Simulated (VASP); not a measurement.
Runs of VASP 6.6.1 on ZnS. The structure is that of space group P6_3mc (No. 186), or close to it. The cells are those of the table. 

```csv
cell,gap on the mesh (eV),pressure (GPa),largest force (eV/Å)
"a = 3.767, b = 3.767, c = 6.175 Å, angles 90.0, 90.0, 120.0°, 4 atoms",(b),(c),0.01
"a = 3.916, b = 3.916, c = 5.351 Å, angles 90.0, 90.0, 120.0°, 4 atoms",1.82,18.6,3.57
"a = 3.874, b = 3.874, c = 6.956 Å, angles 90.0, 90.0, 120.0°, 4 atoms",1.40,-5.4,-
"a = 4.117, b = 4.117, c = 6.161 Å, angles 90.0, 90.0, 120.0°, 4 atoms",1.60,-5.2,0.39
"a = 3.619, b = 3.619, c = 7.117 Å, angles 90.0, 90.0, 120.0°, 4 atoms",1.24,3.4,0.41
"a = 3.994, b = 3.994, c = 6.546 Å, angles 90.0, 90.0, 120.0°, 4 atoms",1.59,-6.0,0.02
"a = 3.468, b = 3.468, c = 6.820 Å, angles 90.0, 90.0, 120.0°, 4 atoms",1.36,16.5,1.32
"a = 3.545, b = 3.545, c = 6.972 Å, angles 90.0, 90.0, 120.0°, 4 atoms",1.31,8.9,0.81
"a = 3.799, b = 3.799, c = 5.685 Å, angles 90.0, 90.0, 120.0°, 4 atoms",2.48,13.6,1.34
"a = 4.003, b = 4.003, c = 5.470 Å, angles 90.0, 90.0, 120.0°, 4 atoms",(a),10.7,2.83
"a = 3.575, b = 3.575, c = 6.419 Å, angles 90.0, 90.0, 120.0°, 4 atoms",2.21,13.1,0.84
"a = 3.883, b = 3.883, c = 5.812 Å, angles 90.0, 90.0, 120.0°, 4 atoms",2.33,6.5,1.03
```

Alike in all rows: task single point; level PBE; potentials or basis VASP PAW PBE potentials, release 64 (Zn, S); no spin polarisation; k mesh 9 × 9 × 6; cutoff (eV) 520; smearing gaussian 0.05 eV.

Task: Estimate the missing entries.

Result: (a) 1.85; (b) 2.37; (c) 5.1.

Caveats: the cell stands under pressure (at least some runs); an odd mesh through Γ misses points on the zone boundary, where band edges can lie (at least some runs); forces of over 1 eV/Å act on the atoms, so gaps and moduli don't describe the material at rest (at least some runs); the cell stands under tension (at least some runs).
